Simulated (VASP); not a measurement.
# Al2B2As (P4/mmm) in VASP: a series of runs

The runs below take Al2B2As through single point, relaxation of cell and atoms, with PBE.

All numbers are computed with VASP 6.6.1; they aren't measurements. Logs are shortened: lines on timing, memory, paths and dates and some standing lists are left out, and cuts for length are marked.

### 1 The cell of the first run

Symmetry: P4/mmm, No. 123, tetragonal system. Conventional cell: a = 2.772 Å, b = 2.772 Å, c = 8.931 Å, α = 90.00°, β = 90.00°, γ = 90.00°. Al (site symmetry 4mm) has 1 B at 2.16 Å and 4 Al at 2.77 Å within 2.9 Å. B (site symmetry 4/mmm) has 4 B at 1.96 Å within 2.6 Å. Within 2.6 Å of B (site symmetry 4/mmm) lie 4 B at 1.96 Å and 2 Al at 2.16 Å. As (site symmetry 4/mmm) has 4 As at 2.77 Å and 8 Al at 3.03 Å within 3.7 Å.

### 2 Single point, PBE

Contents of INCAR:

```
  ALGO = Normal
  EDIFF = 1E-6
  ENCUT = 520
  GGA = PE
  ISIF = 2
  ISMEAR = 0
  LASPH = True
  LCHARG = False
  LREAL = False
  LWAVE = False
  NBANDS = 16
  NELM = 60
  PREC = Accurate
  SIGMA = 0.1
```

Contents of KPOINTS:

```
k-points
0
Gamma
  6 6 4
```

Contents of POSCAR:

```
Al2B2As
1.0
    2.7719514538      0.0000000000      0.0000000000
    0.0000000000      2.7719514538      0.0000000000
    0.0000000000      0.0000000000      8.9309970172
Al B As
2 2 1
Direct
    0.5000000000      0.5000000000      0.7416699612
    0.5000000000      0.5000000000      0.2583300388
    0.0000000000      0.0000000000      0.5000000000
    0.5000000000      0.5000000000      0.5000000000
    0.0000000000      0.0000000000      0.0000000000
```

Potentials or basis: VASP PAW PBE potentials, release 64 (Al, B, As).

Launch:

```console
cat potpaw_PBE.64/Al/POTCAR potpaw_PBE.64/B/POTCAR potpaw_PBE.64/As/POTCAR > POTCAR
mpirun -np 1 vasp_std > vasp.out
```

OUTCAR:

```text
EDIFF = 1E-6
   ENCUT = 520
   GGA = PE
   ISIF = 2
   ISMEAR = 0
   LASPH = True
   LREAL = False
   NELM = 60
   PREC = Accurate

 ion  position               nearest neighbor table
   1  0.500  0.500  0.742-   4 2.16   5 3.03   5 3.03   5 3.03   5 3.03
   2  0.500  0.500  0.258-   4 2.16   5 3.03   5 3.03   5 3.03   5 3.03
   3  0.000  0.000  0.500-   4 1.96   4 1.96   4 1.96   4 1.96
   4  0.500  0.500  0.500-   3 1.96   3 1.96   3 1.96   3 1.96   1 2.16   2 2.16
   5  0.000  0.000  0.000-   1 3.03   2 3.03   1 3.03   2 3.03   1 3.03   2 3.03   1 3.03   2 3.03

  LATTYP: Found a simple tetragonal cell.
 ALAT       =     2.7719514538
 C/A-ratio  =     3.2219168214

  Lattice vectors:

 A1 = (   2.7719514538,   0.0000000000,   0.0000000000)
 A2 = (   0.0000000000,   2.7719514538,   0.0000000000)
 A3 = (   0.0000000000,   0.0000000000,   8.9309970172)

Analysis of symmetry for initial positions (statically):
=====================================================================
 Subroutine PRICEL returns:
 Original cell was already a primitive cell.

 Routine SETGRP: Setting up the symmetry group for a
 simple tetragonal supercell.

 Subroutine GETGRP returns: Found 16 space group operations
 (whereof 16 operations were pure point group operations)
 out of a pool of 16 trial point group operations.

The static configuration has the point symmetry D_4h.

Analysis of symmetry for dynamics (positions and initial velocities):
=====================================================================
 Subroutine PRICEL returns:
 Original cell was already a primitive cell.

 Routine SETGRP: Setting up the symmetry group for a
 simple tetragonal supercell.

 Subroutine GETGRP returns: Found 16 space group operations
 (whereof 16 operations were pure point group operations)
 out of a pool of 16 trial point group operations.

The dynamic configuration has the point symmetry D_4h.

 Subroutine INISYM returns: Found 16 space group operations
 (whereof 16 operations are pure point group operations),
 and found     1 'primitive' translations

----------------------------------------------------------------------------------------

                                     Primitive cell

  volume of cell :      68.6232

  direct lattice vectors                    reciprocal lattice vectors
     2.771951454  0.000000000  0.000000000     0.360756679  0.000000000  0.000000000
     0.000000000  2.771951454  0.000000000     0.000000000  0.360756679  0.000000000
     0.000000000  0.000000000  8.930997017     0.000000000  0.000000000  0.111969582

  length of vectors
     2.771951454  2.771951454  8.930997017     0.360756679  0.360756679  0.111969582

  position of ions in fractional coordinates (direct lattice)
     0.500000000  0.500000000  0.741669961
     0.500000000  0.500000000  0.258330039
     0.000000000  0.000000000  0.500000000
     0.500000000  0.500000000  0.500000000
     0.000000000  0.000000000  0.000000000

  ion indices of the primitive-cell ions
   primitive index   ion index
                 1           1
                 2           2
                 3           3
                 4           4
                 5           5

----------------------------------------------------------------------------------------

 KPOINTS: k-points

Automatic generation of k-mesh.
 Grid dimensions read from file:
 generate k-points for:    6    6    4

 Generating k-lattice:

  Cartesian coordinates                     Fractional coordinates (reciprocal lattice)
     0.060126113  0.000000000  0.000000000     0.166666667  0.000000000  0.000000000
     0.000000000  0.060126113  0.000000000     0.000000000  0.166666667  0.000000000
     0.000000000  0.000000000  0.027992395     0.000000000  0.000000000  0.250000000

  Length of vectors
     0.060126113  0.060126113  0.027992395

  Shift w.r.t. Gamma in fractional coordinates (k-lattice)
     0.000000000  0.000000000  0.000000000

 Subroutine IBZKPT returns following result:
 ===========================================

 Found     30 irreducible k-points:

 Following reciprocal coordinates:
            Coordinates               Weight
  0.000000  0.000000  0.000000      1.000000
  0.166667  0.000000  0.000000      4.000000
  0.333333  0.000000  0.000000      4.000000
  0.500000  0.000000  0.000000      2.000000
  0.166667  0.166667  0.000000      4.000000
  0.333333  0.166667  0.000000      8.000000
[... 16 lines left out ...]
  0.333333  0.000000  0.500000      4.000000
  0.500000  0.000000  0.500000      2.000000
 [... further k-points ...]
   k-points           NKPTS =     30   k-points in BZ     NKDIM =     30   number of bands    NBANDS=     16
   number of dos      NEDOS =    301   number of ions     NIONS =      5
   total plane-waves  NPLWV =  40320
   dimension x,y,z NGX =    24 NGY =   24 NGZ =   70
   dimension x,y,z NGXF=    48 NGYF=   48 NGZF=  140
   ions per type =               2   2   1
   NGX,Y,Z   is equivalent  to a cutoff of  14.39, 14.39, 13.03 a.u.
   NGXF,Y,Z  is equivalent  to a cutoff of  28.79, 28.79, 26.06 a.u.
 SYSTEM =  unknown system
   PREC   = accura    normal or accurate (medium, high low for compatibility)
   ISTART =      0    job   : 0-new  1-cont  2-samecut
   ICHARG =      2    charge: 1-file 2-atom 10-const
   ISPIN  =      1    spin polarized calculation?
   LNONCOLLINEAR =      F non collinear calculations
   LSORBIT =      F    spin-orbit coupling
   LASPH  =      T    aspherical Exc in radial PAW
   ENCUT  =  520.0 eV  38.22 Ry    6.18 a.u.   5.15  5.15 16.61*2*pi/ulx,y,z
   NELM   =     60;   NELMIN=  2; NELMDL= -5     # of ELM steps
   EDIFF  = 0.1E-05   stopping-criterion for ELM
   LREAL  =      F    real-space projection
   EDIFFG = 0.1E-04   stopping-criterion for IOM
   NSW    =      0    number of steps for IOM
   IBRION =     -1    ionic relax: 0-MD 1-quasi-New 2-CG
   NFREE  =      0    steps in history (QN), initial steepest desc. (CG)
   ISIF   =      2    stress and relaxation
   ISYM   =      2    0-nonsym 1-usesym 2-fastsym
   POTIM  = 0.5000    time-step for ionic-motion
   TEBEG  =    0.0;   TEEND  =   0.0 temperature during run
   PSTRESS=    0.0 pullay stress
   NELECT =      17.0000    total number of electrons
   NUPDOWN=      -1.0000    fix difference up-down
   EMIN   =  10.00;   EMAX   =-10.00  energy-range for DOS
   EFERMI =   0.00;   METHOD = LEGACY
   ISMEAR =     0;   SIGMA  =   0.10  broadening in eV -4-tet -1-fermi 0-gaus
   EFERMI_NEDOS =   21; number of points for ismear=-14 and -15
   IALGO  =     38    algorithm
   IMIX   =      4    mixing-type and parameters
     AMIX     =   0.40;   BMIX     =  1.00
     AMIX_MAG =   1.60;   BMIX_MAG =  1.00
  volume/ion in A,a.u.               =      13.72        92.62
  Fermi-wavevector in a.u.,A,eV,Ry     =   1.028176  1.942971 14.383340  1.057146
  Thomas-Fermi vector in A             =   2.162159
   LORBIT       =      0    0 simple, 1 ext, 2 COOP (PROOUT), +10 PAW based schemes
   GGA     = PE    functional components
   LHFCALC =     F    Hartree Fock is set to
   AEXX    =    0.0000 exact exchange contribution
   IVDW    =     0    specifies the selected vdW correction
   LEPSILON=     F    determine dielectric tensor
   LRPA    =     F    only Hartree local field effects (RPA)
 non-spin polarized calculation
 Gauss-broadening in eV      SIGMA  =   0.10
  energy-cutoff  :      520.00
  volume of cell :       68.62
 maximum number of plane-waves:      1869
 NGX is ok and might be reduce to    24
   NGX = 11   NGY = 11   NGZ = 33

 number of electron      17.0000000 magnetization

 Free energy of the ion-electron system (eV)
  ---------------------------------------------------
  ext. energy  EPLUGINS =         0.00000000
  ---------------------------------------------------
  free energy    TOTEN  =       -21.76294050 eV

  energy without entropy =      -21.74998536  energy(sigma->0) =      -21.75646293

 E-fermi :   6.9268     XC(G=0): -10.6365

 val. band max:        6.9219987737   @ k =   0.1667   0.1667   0.0000
 cond. band min:       7.0794724346   @ k =   0.5000   0.5000   0.2500
 fundamental gap:      0.1574736609
 Fermi energy:         6.9267930333

 k-point     1 :       0.0000    0.0000    0.0000
  band No.  band energies     occupation
      1      -7.4124      2.00000
      2      -5.6881      2.00000
      3      -2.5209      2.00000
      4       1.1507      2.00000
      5       1.6590      2.00000
      6       6.8973      1.32380
[... 8 lines left out ...]
     15      15.2351      0.00000
     16      15.8083      0.00000

 k-point     2 :       0.1667    0.0000    0.0000
  band No.  band energies     occupation
      1      -6.9167      2.00000
      2      -5.2451      2.00000
      3      -1.9922      2.00000
      4       1.6424      2.00000
      5       2.1289      2.00000
      6       4.6490      2.00000
[... 8 lines left out ...]
     15      13.7386      0.00000
     16      15.7189      0.00000

 k-point     3 :       0.3333    0.0000    0.0000
  band No.  band energies     occupation
      1      -5.5123      2.00000
      2      -3.9320      2.00000
      3      -0.4247      2.00000
      4       1.1495      2.00000
      5       2.0189      2.00000
      6       3.0163      2.00000
[... 8 lines left out ...]
     15      14.6190      0.00000
     16      14.7598      0.00000

 k-point     4 :       0.5000    0.0000    0.0000
  band No.  band energies     occupation
      1      -4.1749      2.00000
      2      -2.0800      2.00000
      3      -1.5062      2.00000
      4      -0.2288      2.00000
      5       2.0375      2.00000
      6       2.1321      2.00000
[... 8 lines left out ...]
     15      13.6339      0.00000
     16      13.8803      0.00000
[... 324 lines left out ...]
 k-point    22 :       0.1667    0.0000    0.5000
  band No.  band energies     occupation
      1      -6.8934      2.00000
      2      -5.3457      2.00000
      3      -0.9263      2.00000
      4      -0.7335      2.00000
      5       4.6489      2.00000
      6       5.0402      2.00000
[... 8 lines left out ...]
     15      14.6341      0.00000
     16      14.9718      0.00000

 k-point    23 :       0.3333    0.0000    0.5000
  band No.  band energies     occupation
      1      -5.4920      2.00000
      2      -4.0119      2.00000
      3       0.4927      2.00000
      4       0.7790      2.00000
      5       1.1928      2.00000
      6       2.2037      2.00000
[... 8 lines left out ...]
     15      14.6191      0.00000
     16      14.8727      0.00000

 k-point    24 :       0.5000    0.0000    0.5000
  band No.  band energies     occupation
      1      -4.1703      2.00000
      2      -2.0501      2.00000
      3      -1.5534      2.00000
      4      -0.3931      2.00000
      5       2.7369      2.00000
      6       2.9258      2.00000
[... 8 lines left out ...]
     15      12.9055      0.00000
     16      15.6295      0.00000

 [... further k-points ...]
[... 5 lines left out ...]
  --------------------------------------------------------------------------------------
  -------------------------------------------------------------------------------------
  Total       -0.1343790     -0.1343790     -0.0705148      0.0000000      0.0000000     -0.0000000
  in kB       -3.1374068     -3.1374068     -1.6463395      0.0000000      0.0000000     -0.0000000
  external PRESSURE =      -2.6403844 kB  Pullay stress =       0.0000000 kB

 VOLUME and BASIS-vectors are now :
 -----------------------------------------------------------------------------
  energy-cutoff  :      520.00
  volume of cell :       68.62
      direct lattice vectors                 reciprocal lattice vectors
     2.771951454  0.000000000  0.000000000     0.360756679  0.000000000  0.000000000
     0.000000000  2.771951454  0.000000000     0.000000000  0.360756679  0.000000000
     0.000000000  0.000000000  8.930997017     0.000000000  0.000000000  0.111969582

 POSITION                                       TOTAL-FORCE (eV/Angst)
 -----------------------------------------------------------------------------------
      1.38598      1.38598      6.62385         0.000000      0.000000     -0.003487
      1.38598      1.38598      2.30714        -0.000000      0.000000      0.003487
      0.00000      0.00000      4.46550        -0.000000     -0.000000      0.000000
      1.38598      1.38598      4.46550        -0.000000     -0.000000      0.000000
      0.00000      0.00000      0.00000        -0.000000     -0.000000      0.000000
 -----------------------------------------------------------------------------------
    total drift:                               -0.000000      0.000000      0.000000

  FREE ENERGIE OF THE ION-ELECTRON SYSTEM (eV)
  ---------------------------------------------------
  free  energy   TOTEN  =       -21.7629404951 eV

  energy  without entropy=      -21.7499853633  energy(sigma->0) =      -21.75646293
```

Run time: 18 s. Hardware: 1 thread of Intel Xeon 6975P-C (Granite Rapids), shared host; peak memory 0.2 GiB.

What came out:

| Item | Value |
| --- | --- |
| Free energy | -21.7629 eV |
| Pressure | -0.3 GPa |
| Largest force | 0.003 eV/Å |

Forces in eV/Å, atoms in the order of the input:
```
Al   0.000  0.000 -0.003
Al   0.000  0.000  0.003
B    0.000  0.000  0.000
B    0.000  0.000  0.000
As   0.000  0.000  0.000
```

Levels at points of the mesh, in eV from the Fermi level:
| k point | band 4 | band 5 | band 6 | band 7 | band 8 | band 9 | band 10 | band 11 | band 12 | band 13 |
| --- | --- | --- | --- | --- | --- | --- | --- | --- | --- | --- |
| (0.00, 0.00, 0.00) | -5.78 | -5.27 | -0.03 | -0.03 | 1.65 | 3.65 | 3.65 | 3.85 | 6.13 | 6.50 |
| (0.50, 0.00, 0.00) | -7.16 | -4.89 | -4.79 | -1.33 | -1.02 | -0.89 | -0.51 | 4.37 | 4.45 | 5.08 |
| (0.50, 0.50, 0.00) | -4.32 | -4.25 | -4.25 | -3.15 | -1.16 | -0.74 | -0.09 | -0.09 | 0.27 | 1.79 |
| (0.00, 0.00, 0.50) | -8.17 | -2.28 | -1.35 | -0.03 | -0.03 | 3.64 | 3.64 | 5.81 | 6.38 | 7.11 |
| (0.50, 0.00, 0.50) | -7.32 | -4.19 | -4.00 | -3.38 | -2.89 | 1.85 | 2.14 | 2.41 | 4.03 | 4.37 |
| (0.50, 0.50, 0.50) | -4.31 | -4.30 | -4.30 | -3.21 | -1.29 | -0.24 | 0.66 | 0.67 | 0.67 | 0.90 |

Caveat: the k points lie up to 0.38 Å⁻¹ apart.

### 3 Single point, PBE

This run uses another cell than the first one, of 16.18 Å³/atom, 1.179 times its volume.

Contents of INCAR:

```
SYSTEM = Al2B2As
ALGO = Normal ; EDIFF = 1E-6
ENCUT = 520 ; GGA = PE
ISIF = 2 ; ISMEAR = 0
LASPH = .TRUE. ; LCHARG = .TRUE.
LELF = .TRUE. ; LREAL = .FALSE.
LVHAR = .TRUE. ; LWAVE = .FALSE.
NBANDS = 16 ; NELM = 80
PREC = Accurate ; SIGMA = 0.1
```

Contents of KPOINTS:

```
k-points
0
G
  6 6 4
  0 0 0
```

Contents of POSCAR:

```
Al2B2As
1.0
    3.4857392200      0.0000000000      0.0000000000
    0.0000000000      3.4857392200      0.0000000000
    0.0000000000      0.0000000000      6.6591644300
Al B As
2 2 1
Direct
    0.5000000000      0.5000000000      0.7854387100
    0.5000000000      0.5000000000      0.2145612900
    0.0000000000      0.0000000000      0.5000000000
    0.5000000000      0.5000000000      0.5000000000
    0.0000000000      0.0000000000      0.0000000000
```

Potentials or basis: VASP PAW PBE potentials, release 64 (Al, B, As).

Launch:

```console
cat potpaw_PBE.64/Al/POTCAR potpaw_PBE.64/B/POTCAR potpaw_PBE.64/As/POTCAR > POTCAR
mpirun -np 1 vasp_std > vasp.out
```

Run time: 22 s. Hardware: 1 thread of Intel Xeon 6975P-C (Granite Rapids), shared host; peak memory 0.2 GiB.

Results (log left out):

- Free energy: -20.1390 eV
- Pressure: -5.0 GPa
- Largest force: 2.892 eV/Å

Forces in eV/Å, atoms in the order of the input:
```
Al   0.000  0.000  2.892
Al   0.000  0.000 -2.892
B    0.000  0.000  0.000
B    0.000  0.000  0.000
As   0.000  0.000  0.000
```

Stress tensor (GPa, compression positive):
```
-12.07   0.00   0.00
  0.00 -12.07   0.00
  0.00   0.00   9.23
```

Levels at points of the mesh, in eV from the Fermi level:
```csv
k point,band 4,band 5,band 6,band 7,band 8,band 9,band 10,band 11,band 12,band 13
"(0.00, 0.00, 0.00)",-1.71,-1.61,-1.56,-1.56,-0.24,-0.24,-0.03,2.38,2.99,3.34
"(0.50, 0.00, 0.00)",-6.48,-4.83,-4.35,0.38,1.26,1.36,1.81,2.21,2.57,2.84
"(0.50, 0.50, 0.00)",-5.39,-4.50,-3.48,-3.29,-3.29,-3.24,-2.40,-0.07,-0.07,2.68
"(0.00, 0.00, 0.50)",-4.52,-1.18,-1.07,-1.07,-0.97,-0.97,-0.29,2.21,3.59,5.40
"(0.50, 0.00, 0.50)",-7.17,-3.06,-2.45,-1.07,-0.62,0.49,1.35,1.97,3.03,3.31
"(0.50, 0.50, 0.50)",-5.06,-4.96,-4.74,-4.10,-4.10,-1.53,-0.77,0.69,1.98,1.98
```

Caveat: forces of over 1 eV/Å act on the atoms, so gaps and moduli don't describe the material at rest.

(Part 1 of 2 ends here.)
